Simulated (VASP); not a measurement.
# HfGe (Pm-3m) in VASP: further runs

HfGe is run at these levels: B3LYP, PBEsol-based global hybrid with 25 % exact exchange; tasks: single point.

Program: VASP 6.6.1. These are calculated values, not measurements. Logs are shortened: lines on timing, memory, paths and dates and some standing lists are left out, and cuts for length are marked.

### 1 The cell of the first run

It takes space group Pm-3m (No. 221, cubic). The conventional cell has a = 3.401 Å, b = 3.401 Å, c = 3.401 Å, α = 90.00°, β = 90.00°, γ = 90.00°. Hf (site symmetry m-3m) has 8 Ge at 2.94 Å and 6 Hf at 3.40 Å within 3.9 Å. Within 3.9 Å of Ge (site symmetry m-3m) lie 8 Hf at 2.94 Å and 6 Ge at 3.40 Å.

### 2 Single point, B3LYP

POSCAR

```
HfGe
1.0
    3.4005451591      0.0000000000      0.0000000000
    0.0000000000      3.4005451591      0.0000000000
    0.0000000000      0.0000000000      3.4005451591
Hf Ge
1 1
Direct
    0.0000000000      0.0000000000      0.0000000000
    0.5000000000      0.5000000000      0.5000000000
```

INCAR.step1

```
ALGO = Normal
EDIFF = 1E-5
ENCUT = 520
GGA = PE
ISIF = 2
ISMEAR = -1
LASPH = T
LCHARG = F
LREAL = F
LWAVE = T
NBANDS = 19
NELM = 100
PREC = Accurate
SIGMA = 0.05
```

INCAR.step2

```
AEXX = 0.2
AGGAC = 0.81
AGGAX = 0.72
ALDAC = 0.19
ALGO = Normal
EDIFF = 1E-6
ENCUT = 520
GGA = B3
ISIF = 2
ISMEAR = -1
ISTART = 1
LASPH = T
LCHARG = F
LHFCALC = T
LREAL = F
LWAVE = F
NBANDS = 19
NELM = 100
PREC = Accurate
PRECFOCK = Normal
SIGMA = 0.05
```

KPOINTS

```
k-points
0
Gamma
  4 4 4
```

Potentials or basis: VASP PAW PBE potentials, release 64 (Hf_pv, Ge_d).

Command:

```
$ cat potpaw_PBE.64/Hf_pv/POTCAR potpaw_PBE.64/Ge_d/POTCAR > POTCAR
$ cp INCAR.step1 INCAR
$ mpirun -np 1 vasp_std > vasp.out
$ cp INCAR.step2 INCAR
$ mpirun -np 1 vasp_std > vasp.out
```

OUTCAR:

```text
AEXX = 0.2
   EDIFF = 1E-6
   ENCUT = 520
   GGA = B3
   ISIF = 2
   ISMEAR = -1
   ISTART = 1
   LASPH = T
   LHFCALC = T
   LREAL = F
   NELM = 100
   PREC = Accurate
   PRECFOCK = Normal

 ion  position               nearest neighbor table
   1  0.000  0.000  0.000-   2 2.94   2 2.94   2 2.94   2 2.94   2 2.94   2 2.94   2 2.94   2 2.94

   2  0.500  0.500  0.500-   1 2.94   1 2.94   1 2.94   1 2.94   1 2.94   1 2.94   1 2.94   1 2.94

  LATTYP: Found a simple cubic cell.
 ALAT       =     3.4005451591

  Lattice vectors:

 A1 = (   3.4005451591,   0.0000000000,   0.0000000000)
 A2 = (   0.0000000000,   3.4005451591,   0.0000000000)
 A3 = (   0.0000000000,   0.0000000000,   3.4005451591)

Analysis of symmetry for initial positions (statically):
=====================================================================
 Subroutine PRICEL returns:
 Original cell was already a primitive cell.

 Routine SETGRP: Setting up the symmetry group for a
 simple cubic supercell.

 Subroutine GETGRP returns: Found 48 space group operations
 (whereof 48 operations were pure point group operations)
 out of a pool of 48 trial point group operations.

The static configuration has the point symmetry O_h .

Analysis of symmetry for dynamics (positions and initial velocities):
=====================================================================
 Subroutine PRICEL returns:
 Original cell was already a primitive cell.

 Routine SETGRP: Setting up the symmetry group for a
 simple cubic supercell.

 Subroutine GETGRP returns: Found 48 space group operations
 (whereof 48 operations were pure point group operations)
 out of a pool of 48 trial point group operations.

The dynamic configuration has the point symmetry O_h .

 Subroutine INISYM returns: Found 48 space group operations
 (whereof 48 operations are pure point group operations),
 and found     1 'primitive' translations

----------------------------------------------------------------------------------------

                                     Primitive cell

  volume of cell :      39.3229

  direct lattice vectors                    reciprocal lattice vectors
     3.400545159  0.000000000  0.000000000     0.294070496  0.000000000  0.000000000
     0.000000000  3.400545159  0.000000000     0.000000000  0.294070496  0.000000000
     0.000000000  0.000000000  3.400545159     0.000000000  0.000000000  0.294070496

  length of vectors
     3.400545159  3.400545159  3.400545159     0.294070496  0.294070496  0.294070496

  position of ions in fractional coordinates (direct lattice)
     0.000000000  0.000000000  0.000000000
     0.500000000  0.500000000  0.500000000

  ion indices of the primitive-cell ions
   primitive index   ion index
                 1           1
                 2           2

----------------------------------------------------------------------------------------

 KPOINTS: k-points

Automatic generation of k-mesh.
 Grid dimensions read from file:
 generate k-points for:    4    4    4

 Generating k-lattice:

  Cartesian coordinates                     Fractional coordinates (reciprocal lattice)
     0.073517624  0.000000000  0.000000000     0.250000000  0.000000000  0.000000000
     0.000000000  0.073517624  0.000000000     0.000000000  0.250000000  0.000000000
     0.000000000  0.000000000  0.073517624     0.000000000  0.000000000  0.250000000

  Length of vectors
     0.073517624  0.073517624  0.073517624

  Shift w.r.t. Gamma in fractional coordinates (k-lattice)
     0.000000000  0.000000000  0.000000000

 Subroutine IBZKPT returns following result:
 ===========================================

 Found     10 irreducible k-points:

 Following reciprocal coordinates:
            Coordinates               Weight
  0.000000  0.000000  0.000000      1.000000
  0.250000  0.000000  0.000000      6.000000
  0.500000  0.000000  0.000000      3.000000
  0.250000  0.250000  0.000000     12.000000
  0.500000  0.250000  0.000000     12.000000
  0.500000  0.500000  0.000000      3.000000
  0.250000  0.250000  0.250000      8.000000
  0.500000  0.250000  0.250000     12.000000
  0.500000  0.500000  0.250000      6.000000
  0.500000  0.500000  0.500000      1.000000
   k-points           NKPTS =     10   k-points in BZ     NKDIM =     64   number of bands    NBANDS=     19
   number of dos      NEDOS =    301   number of ions     NIONS =      2
   total plane-waves  NPLWV =  21952
   dimension x,y,z NGX =    28 NGY =   28 NGZ =   28
   dimension x,y,z NGXF=    56 NGYF=   56 NGZF=   56
   ions per type =               1   1
   NGX,Y,Z   is equivalent  to a cutoff of  13.69, 13.69, 13.69 a.u.
   NGXF,Y,Z  is equivalent  to a cutoff of  27.38, 27.38, 27.38 a.u.
 SYSTEM =  unknown system
   PREC   = accura    normal or accurate (medium, high low for compatibility)
   ISTART =      1    job   : 0-new  1-cont  2-samecut
   ICHARG =      0    charge: 1-file 2-atom 10-const
   ISPIN  =      1    spin polarized calculation?
   LNONCOLLINEAR =      F non collinear calculations
   LSORBIT =      F    spin-orbit coupling
   LASPH  =      T    aspherical Exc in radial PAW
   ENCUT  =  520.0 eV  38.22 Ry    6.18 a.u.   6.32  6.32  6.32*2*pi/ulx,y,z
   NELM   =    100;   NELMIN=  2; NELMDL=  0     # of ELM steps
   EDIFF  = 0.1E-05   stopping-criterion for ELM
   LREAL  =      F    real-space projection
   EDIFFG = 0.1E-04   stopping-criterion for IOM
   NSW    =      0    number of steps for IOM
   IBRION =     -1    ionic relax: 0-MD 1-quasi-New 2-CG
   NFREE  =      0    steps in history (QN), initial steepest desc. (CG)
   ISIF   =      2    stress and relaxation
   ISYM   =      3    0-nonsym 1-usesym 2-fastsym
   POTIM  = 0.5000    time-step for ionic-motion
   TEBEG  =    0.0;   TEEND  =   0.0 temperature during run
   PSTRESS=    0.0 pullay stress
   NELECT =      24.0000    total number of electrons
   NUPDOWN=      -1.0000    fix difference up-down
   EMIN   =  10.00;   EMAX   =-10.00  energy-range for DOS
   EFERMI =   0.00;   METHOD = LEGACY
   ISMEAR =    -1;   SIGMA  =   0.05  broadening in eV -4-tet -1-fermi 0-gaus
   EFERMI_NEDOS =   21; number of points for ismear=-14 and -15
   IALGO  =     38    algorithm
   IMIX   =      1    mixing-type and parameters
     AMIX     =   0.40;   BMIX     =  1.00
     AMIX_MAG =   1.60;   BMIX_MAG =  1.00
  volume/ion in A,a.u.               =      19.66       132.68
  Fermi-wavevector in a.u.,A,eV,Ry     =   1.388662  2.624192 26.237250  1.928383
  Thomas-Fermi vector in A             =   2.512767
   LORBIT       =      0    0 simple, 1 ext, 2 COOP (PROOUT), +10 PAW based schemes
   GGA     = B3    functional components
   LHFCALC =     T    Hartree Fock is set to
   PRECFOCK=normal    Normal, Fast or Accurate (Low or Medium for compatibility)
   ENCUT4O =  -1.0   cutoff for four orbital integrals eV
   NKREDX  =     1    reduce k-point grid by
   NKREDY  =     1    reduce k-point grid by
   NKREDZ  =     1    reduce k-point grid by
   AEXX    =    0.2000 exact exchange contribution
   HFSCREEN=    0.0000 screening length (either q_TF or 0.3 A-1)
   HFSCREENC=   0.0000 screening length for correlation (either q_TF or 0.3 A-1)
   ENCUTFOCK=  -1.0 apply spherical cutoff to Coloumb kernel
   IVDW    =     0    specifies the selected vdW correction
   LEPSILON=     F    determine dielectric tensor
   LRPA    =     F    only Hartree local field effects (RPA)
 non-spin polarized calculation
  energy-cutoff  :      520.00
  volume of cell :       39.32
 maximum number of plane-waves:      1074
 NGX is ok and might be reduce to    28
  NGX = 20; NGY = 20; NGZ = 20

 number of electron      24.0000024 magnetization

 Free energy of the ion-electron system (eV)
  ---------------------------------------------------
  ext. energy  EPLUGINS =         0.00000000
  ---------------------------------------------------
  free energy    TOTEN  =       -15.76733356 eV

  energy without entropy =      -15.75780128  energy(sigma->0) =      -15.76256742

 E-fermi :   6.2744     XC(G=0):  -9.1890

 val. band max:        6.1885144894   @ k =   0.2500   0.2500   0.0000
 cond. band min:       7.0486674332   @ k =   0.5000   0.2500   0.0000
 fundamental gap:      0.8601529438
 Fermi energy:         6.2744401160

 k-point     1 :       0.0000    0.0000    0.0000
  band No.  band energies     occupation
      1     -26.7540      2.00000
      2     -26.7540      2.00000
      3     -26.7540      2.00000
      4     -20.7792      2.00000
      5     -20.7792      2.00000
      6     -20.7602      2.00000
[... 11 lines left out ...]
     18      11.7616      0.00000
     19      18.5674      0.00000

 k-point     2 :       0.2500    0.0000    0.0000
  band No.  band energies     occupation
      1     -26.8935      2.00000
      2     -26.7430      2.00000
      3     -26.7430      2.00000
      4     -20.7780      2.00000
      5     -20.7633      2.00000
      6     -20.7613      2.00000
[... 11 lines left out ...]
     18      14.4367      0.00000
     19      15.6478      0.00000

 k-point     3 :       0.5000    0.0000    0.0000
  band No.  band energies     occupation
      1     -27.0262      2.00000
      2     -26.7309      2.00000
      3     -26.7309      2.00000
      4     -20.7768      2.00000
      5     -20.7621      2.00000
      6     -20.7621      2.00000
[... 11 lines left out ...]
     18      15.3676      0.00000
     19      15.3676      0.00000

 k-point     4 :       0.2500    0.2500    0.0000
  band No.  band energies     occupation
      1     -26.8819      2.00000
      2     -26.8730      2.00000
      3     -26.7304      2.00000
      4     -20.7703      2.00000
      5     -20.7668      2.00000
      6     -20.7651      2.00000
[... 99 lines left out ...]
     18      15.0459      0.00000
     19      16.1226      0.00000

 k-point     9 :       0.5000    0.5000    0.2500
  band No.  band energies     occupation
      1     -26.9697      2.00000
      2     -26.9697      2.00000
      3     -26.8323      2.00000
      4     -20.7739      2.00000
      5     -20.7683      2.00000
      6     -20.7683      2.00000
[... 11 lines left out ...]
     18      14.6822      0.00000
     19      16.8767      0.00000

 k-point    10 :       0.5000    0.5000    0.5000
  band No.  band energies     occupation
      1     -26.9533      2.00000
      2     -26.9533      2.00000
      3     -26.9533      2.00000
      4     -20.7667      2.00000
      5     -20.7667      2.00000
      6     -20.7667      2.00000
[... 11 lines left out ...]
     18      14.5898      0.00000
     19      15.5554      0.00000

------------------------ aborting loop because EDIFF is reached ----------------------------------------

  FORCE on cell =-STRESS in cart. coord.  units (eV):
  Direction    XX          YY          ZZ          XY          YZ          ZX
  --------------------------------------------------------------------------------------
  -------------------------------------------------------------------------------------
  Total       -0.2269905     -0.2269905     -0.2269905     -0.0000000     -0.0000000     -0.0000000
  in kB       -9.2485278     -9.2485278     -9.2485278     -0.0000000     -0.0000000     -0.0000000
  external PRESSURE =      -9.2485278 kB  Pullay stress =       0.0000000 kB

 VOLUME and BASIS-vectors are now :
 -----------------------------------------------------------------------------
  energy-cutoff  :      520.00
  volume of cell :       39.32
      direct lattice vectors                 reciprocal lattice vectors
     3.400545159  0.000000000  0.000000000     0.294070496  0.000000000  0.000000000
     0.000000000  3.400545159  0.000000000     0.000000000  0.294070496  0.000000000
     0.000000000  0.000000000  3.400545159     0.000000000  0.000000000  0.294070496

 POSITION                                       TOTAL-FORCE (eV/Angst)
 -----------------------------------------------------------------------------------
      0.00000      0.00000      0.00000         0.000000      0.000000      0.000000
      1.70027      1.70027      1.70027         0.000000      0.000000      0.000000
 -----------------------------------------------------------------------------------
    total drift:                               -0.000012     -0.000023      0.000012

  FREE ENERGIE OF THE ION-ELECTRON SYSTEM (eV)
  ---------------------------------------------------
  free  energy   TOTEN  =       -15.7673335561 eV

  energy  without entropy=      -15.7578012832  energy(sigma->0) =      -15.76256742
```

It took 8.5 min on 1 thread of Intel Xeon 8259CL, shared host; peak memory 0.18 GiB.

Results:

```
Free energy            : -15.7673 eV
Pressure               : -0.9 GPa
Band gap on the k mesh : zero (bands 12 and 13 overlap by 2.90 eV)
```

Caveat: the k points lie up to 0.46 Å⁻¹ apart, too coarse for converged energies and pressures of a metal; the PAW data sets were made with another functional, which shifts forces and pressure a little; spin-orbit coupling is left out, which moves the levels of the heavy elements.

### 3 Single point, PBEsol-based global hybrid with 25 % exact exchange

This run uses another cell than the first one, of 21.45 Å³/atom.

POSCAR

```
HfGe
1.0
    3.5008378700      0.0000000000      0.0000000000
    0.0000000000      3.5008378700      0.0000000000
    0.0000000000      0.0000000000      3.5008378700
Hf Ge
1 1
Direct
    0.0000000000      0.0000000000      0.0000000000
    0.5000000000      0.5000000000      0.5000000000
```

INCAR.step1

```
PREC     = Accurate       # precision mode
ENCUT    = 520            # plane-wave cutoff, eV
EDIFF    = 1E-5           # SCF threshold, eV
ISMEAR   = -1             # smearing method
SIGMA    = 0.05           # smearing width, eV
LREAL    = F              # projectors in reciprocal space
LASPH    = T              # aspherical terms in the spheres
NELM     = 80             # most SCF steps
ALGO     = Normal         # electronic algorithm
ISIF     = 2              # what is computed and relaxed
LWAVE    = T              # write WAVECAR
NBANDS   = 19             # bands
GGA      = PE             # functional
```

INCAR.step2

```
PREC     = Accurate       # precision mode
ENCUT    = 520            # plane-wave cutoff, eV
EDIFF    = 1E-6           # SCF threshold, eV
ISMEAR   = -1             # smearing method
SIGMA    = 0.05           # smearing width, eV
LREAL    = F              # projectors in reciprocal space
LASPH    = T              # aspherical terms in the spheres
NELM     = 80             # most SCF steps
ALGO     = Normal         # electronic algorithm
ISIF     = 2              # what is computed and relaxed
LWAVE    = F              # write WAVECAR
LCHARG   = T              # write CHGCAR
GGA      = PS             # functional
LHFCALC  = T              # exact exchange
AEXX     = 0.25           # exact-exchange fraction
PRECFOCK = Normal       
LELF     = T              # ELF
LVHAR    = T            
NBANDS   = 19             # bands
ISTART   = 1
```

KPOINTS

```
Automatic mesh
0
Gamma
  4 4 4
```

Potentials or basis: VASP PAW PBE potentials, release 64 (Hf_pv, Ge_d).

Command:

```
$ cat potpaw_PBE.64/Hf_pv/POTCAR potpaw_PBE.64/Ge_d/POTCAR > POTCAR
$ cp INCAR.step1 INCAR
$ mpirun -np 1 vasp_std > vasp.out
$ cp INCAR.step2 INCAR
$ mpirun -np 1 vasp_std > vasp.out
```

Run time: 15 min. Hardware: 1 thread of Intel Xeon 8259CL, shared host; peak memory 0.17 GiB.

It converged, with:

```
Free energy            : -18.9895 eV
Pressure               : -15.6 GPa
Band gap on the k mesh : zero (bands 12 and 13 overlap by 2.74 eV)
```

Levels at points of the mesh, in eV from the Fermi level:
```tsv
k point	band 10	band 11	band 12	band 13	band 14	band 15
(0.00, 0.00, 0.00)	-1.80	-1.80	2.24	2.24	2.24	4.17
(0.50, 0.00, 0.00)	-7.09	-0.93	-0.49	-0.49	4.48	5.29
(0.50, 0.50, 0.00)	-3.70	-3.70	-2.37	2.39	2.39	4.26
(0.50, 0.50, 0.50)	-4.64	-4.64	-4.64	3.78	3.78	3.78
```

Caveat: the k points lie up to 0.45 Å⁻¹ apart, too coarse for converged energies and pressures of a metal; the PAW data sets were made with another functional, which shifts forces and pressure a little; spin-orbit coupling is left out, which moves the levels of the heavy elements.

The gap in the log of VASP goes by the Fermi energy; the results here count the filled bands.